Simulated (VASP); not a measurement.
# C (Fd-3m) in VASP: single point with PBEsol+D4

Aim: the single point of C with PBEsol+D4.

Program: VASP 6.6.1. These are calculated values, not measurements. Logs are shortened: lines on timing, memory, paths and dates and some standing lists are left out, and cuts for length are marked.

### 1 The cell of the first run

Symmetry: Fd-3m, No. 227, cubic system. The conventional cell has a = 3.567 Å, b = 3.567 Å, c = 3.567 Å, α = 90.00°, β = 90.00°, γ = 90.00°. Within 2.1 Å of C (site symmetry -43m) lie 4 C at 1.54 Å.

### 2 Single point, PBEsol+D4

The input, INCAR:

```
PREC = Accurate
ENCUT = 600
EDIFF = 1E-6
ISMEAR = 0
SIGMA = 0.02
LREAL = False
LASPH = True
NELM = 120
ALGO = Normal
ISIF = 2
LWAVE = False
LCHARG = False
GGA = PS
IVDW = 13
NBANDS = 11
GGA_COMPAT = False
```

The input, KPOINTS:

```
Automatic mesh
0
Gamma
  5 5 5
```

The input, POSCAR:

```
C
1.0
    0.0000000000      1.7833700000      1.7833700000
    1.7833700000      0.0000000000      1.7833700000
    1.7833700000      1.7833700000      0.0000000000
C
2
Direct
    0.0000000000      0.0000000000      0.0000000000
    0.2500000000      0.2500000000      0.2500000000
```

Potentials or basis: VASP PAW PBE potentials, release 64 (C).

Command:

```console
cat potpaw_PBE.64/C/POTCAR > POTCAR
mpirun -np 1 vasp_std > vasp.out
```

OUTCAR:

```text
PREC = Accurate
   ENCUT = 600
   EDIFF = 1E-6
   ISMEAR = 0
   LREAL = False
   LASPH = True
   NELM = 120
   ISIF = 2
   GGA = PS
   IVDW = 13

 ion  position               nearest neighbor table
   1  0.000  0.000  0.000-   2 1.54   2 1.54   2 1.54   2 1.54
   2  0.250  0.250  0.250-   1 1.54   1 1.54   1 1.54   1 1.54

  LATTYP: Found a face centered cubic cell.
 ALAT       =     3.5667400000

  Lattice vectors:

 A1 = (   0.0000000000,   1.7833700000,   1.7833700000)
 A2 = (   1.7833700000,   0.0000000000,   1.7833700000)
 A3 = (   1.7833700000,   1.7833700000,   0.0000000000)

Analysis of symmetry for initial positions (statically):
=====================================================================
 Subroutine PRICEL returns:
 Original cell was already a primitive cell.

 Routine SETGRP: Setting up the symmetry group for a
 face centered cubic supercell.

 Subroutine GETGRP returns: Found 48 space group operations
 (whereof 24 operations were pure point group operations)
 out of a pool of 48 trial point group operations.

The static configuration has the point symmetry T_d .
 The point group associated with its full space group is O_h .

Analysis of symmetry for dynamics (positions and initial velocities):
=====================================================================
 Subroutine PRICEL returns:
 Original cell was already a primitive cell.

 Routine SETGRP: Setting up the symmetry group for a
 face centered cubic supercell.

 Subroutine GETGRP returns: Found 48 space group operations
 (whereof 24 operations were pure point group operations)
 out of a pool of 48 trial point group operations.

The dynamic configuration has the point symmetry T_d .
 The point group associated with its full space group is O_h .

 Subroutine INISYM returns: Found 48 space group operations
 (whereof 24 operations are pure point group operations),
 and found     1 'primitive' translations

----------------------------------------------------------------------------------------

                                     Primitive cell

  volume of cell :      11.3437

  direct lattice vectors                    reciprocal lattice vectors
     0.000000000  1.783370000  1.783370000    -0.280368067  0.280368067  0.280368067
     1.783370000  0.000000000  1.783370000     0.280368067 -0.280368067  0.280368067
     1.783370000  1.783370000  0.000000000     0.280368067  0.280368067 -0.280368067

  length of vectors
     2.522066041  2.522066041  2.522066041     0.485611737  0.485611737  0.485611737

[... 73 lines left out ...]
   POTIM  = 0.5000    time-step for ionic-motion
   TEBEG  =    0.0;   TEEND  =   0.0 temperature during run
   PSTRESS=    0.0 pullay stress
   NELECT =       8.0000    total number of electrons
   NUPDOWN=      -1.0000    fix difference up-down
   EMIN   =  10.00;   EMAX   =-10.00  energy-range for DOS
   EFERMI =   0.00;   METHOD = LEGACY
   ISMEAR =     0;   SIGMA  =   0.02  broadening in eV -4-tet -1-fermi 0-gaus
   EFERMI_NEDOS =   21; number of points for ismear=-14 and -15
   IALGO  =     38    algorithm
   IMIX   =      4    mixing-type and parameters
     AMIX     =   0.40;   BMIX     =  1.00
     AMIX_MAG =   1.60;   BMIX_MAG =  1.00
  volume/ion in A,a.u.               =       5.67        38.28
  Fermi-wavevector in a.u.,A,eV,Ry     =   1.457203  2.753714 28.891161  2.123440
  Thomas-Fermi vector in A             =   2.574032
   LORBIT       =      0    0 simple, 1 ext, 2 COOP (PROOUT), +10 PAW based schemes
   GGA     = PS    functional components
   LHFCALC =     F    Hartree Fock is set to
   AEXX    =    0.0000 exact exchange contribution
   IVDW    =    13    specifies the selected vdW correction
   LEPSILON=     F    determine dielectric tensor
   LRPA    =     F    only Hartree local field effects (RPA)
 non-spin polarized calculation
 Gauss-broadening in eV      SIGMA  =   0.02
  energy-cutoff  :      600.00
  volume of cell :       11.34
 maximum number of plane-waves:       384
   NGX =  9   NGY =  9   NGZ =  9

 number of electron       7.9999999 magnetization

 Free energy of the ion-electron system (eV)
  ---------------------------------------------------
  ext. energy  EPLUGINS =         0.00000000
  ---------------------------------------------------
  free energy    TOTEN  =       -19.21801175 eV

  energy without entropy =      -19.21801175  energy(sigma->0) =      -19.21801175

 E-fermi :   9.8560     XC(G=0): -13.4291

 val. band max:        9.7189585809   @ k =   0.0000   0.0000   0.0000
 cond. band min:      13.7493788602   @ k =   0.4000   0.4000   0.0000
 fundamental gap:      4.0304202793
 Fermi energy:         9.8560036228

 k-point     1 :       0.0000    0.0000    0.0000
  band No.  band energies     occupation
      1     -11.8070      2.00000
      2       9.7190      2.00000
      3       9.7190      2.00000
      4       9.7190      2.00000
      5      15.2553      0.00000
      6      15.2553      0.00000
      7      15.2553      0.00000
      8      23.0866      0.00000
      9      28.6710      0.00000
     10      36.1795      0.00000
     11      36.1795      0.00000
[... 113 lines left out ...]
 k-point    10 :      -0.4000    0.4000    0.2000
  band No.  band energies     occupation
      1      -4.8420      2.00000
      2      -0.4405      2.00000
      3       1.3209      2.00000
      4       3.2718      2.00000
      5      18.5739      0.00000
      6      19.3951      0.00000
      7      21.4552      0.00000
      8      24.7870      0.00000
      9      29.0591      0.00000
     10      32.2371      0.00000
     11      37.6488      0.00000

------------------------ aborting loop because EDIFF is reached ----------------------------------------

  DFT-D4 for vdW energy calculation

  Edisp (eV):   -0.23779

  FORCE on cell =-STRESS in cart. coord.  units (eV):
  Direction    XX          YY          ZZ          XY          YZ          ZX
  --------------------------------------------------------------------------------------
  -------------------------------------------------------------------------------------
  Total      -0.50699    -0.50699    -0.50699     0.00000     0.00000    -0.00000
  in kB     -71.60692   -71.60692   -71.60692     0.00000     0.00000    -0.00000
  external pressure =      -71.61 kB  Pullay stress =        0.00 kB

 VOLUME and BASIS-vectors are now :
 -----------------------------------------------------------------------------
  energy-cutoff  :      600.00
  volume of cell :       11.34
      direct lattice vectors                 reciprocal lattice vectors
     0.000000000  1.783370000  1.783370000    -0.280368067  0.280368067  0.280368067
     1.783370000  0.000000000  1.783370000     0.280368067 -0.280368067  0.280368067
     1.783370000  1.783370000  0.000000000     0.280368067  0.280368067 -0.280368067

 POSITION                                       TOTAL-FORCE (eV/Angst)
 -----------------------------------------------------------------------------------
      0.00000      0.00000      0.00000        -0.000000     -0.000000      0.000000
      0.89168      0.89168      0.89168         0.000000      0.000000     -0.000000
 -----------------------------------------------------------------------------------
    total drift:                                0.000000      0.000000      0.000000

  FREE ENERGIE OF THE ION-ELECTRON SYSTEM (eV)
  ---------------------------------------------------
  free  energy   TOTEN  =       -19.4557973249 eV

  energy  without entropy=      -19.4557973249  energy(sigma->0) =      -19.45579732
```

OSZICAR:

```text
N       E                     dE             d eps       ncg     rms          rms(c)
DAV:   1     0.254488998922E+01    0.25449E+01   -0.49441E+03   220   0.803E+02
DAV:   2    -0.193373437529E+02   -0.21882E+02   -0.19966E+02   302   0.137E+02
DAV:   3    -0.198874196859E+02   -0.55008E+00   -0.54744E+00   256   0.161E+01
DAV:   4    -0.198883592070E+02   -0.93952E-03   -0.93950E-03   235   0.846E-01
DAV:   5    -0.198883602916E+02   -0.10846E-05   -0.10846E-05   253   0.278E-02    0.558E+00
DAV:   6    -0.193913483968E+02    0.49701E+00   -0.25035E-01   229   0.349E+00    0.329E+00
DAV:   7    -0.192173891352E+02    0.17396E+00   -0.30343E-01   232   0.388E+00    0.681E-01
DAV:   8    -0.192179840854E+02   -0.59495E-03   -0.76102E-03   241   0.683E-01    0.301E-02
DAV:   9    -0.192180033782E+02   -0.19293E-04   -0.23516E-05   261   0.382E-02    0.216E-02
DAV:  10    -0.192180119305E+02   -0.85523E-05   -0.39487E-06   238   0.173E-02    0.469E-03
DAV:  11    -0.192180117465E+02    0.18408E-06   -0.12875E-07   159   0.299E-03
   1 F= -.19455797E+02 E0= -.19455797E+02  d E =-.109878E-23
```

stdout:

```text
POSCAR found type information on POSCAR C
 POSCAR found :  1 types and       2 ions
 scaLAPACK will be used
 -----------------------------------------------------------------------------
|                                                                             |
|                                                                             |
|     You enforced a specific xc type in the INCAR file but a different       |
|     I HOPE YOU KNOW WHAT YOU ARE DOING!                                     |
|                                                                             |
 -----------------------------------------------------------------------------

 LDA part: xc-table for (Slater+PW92), standard interpolation
 POSCAR, INCAR and KPOINTS ok, starting setup
 FFT: planning ... GRIDC
 FFT: planning ... GRID_SOFT
 FFT: planning ... GRID
 WAVECAR not read
 entering main loop
```

It took 3.6 s on 1 thread of Intel Xeon 6975P-C (Granite Rapids), shared host; peak memory 0.12 GiB.

What came out:

* Free energy: -19.4558 eV
* Pressure: -7.2 GPa
* Band gap on the k mesh: 4.03 eV, indirect (least direct gap 5.54 eV)
* Dispersion energy per atom: -0.119 eV

Caveat: the k points lie up to 0.61 Å⁻¹ apart; the PAW data sets were made with another functional, which shifts forces and pressure a little.
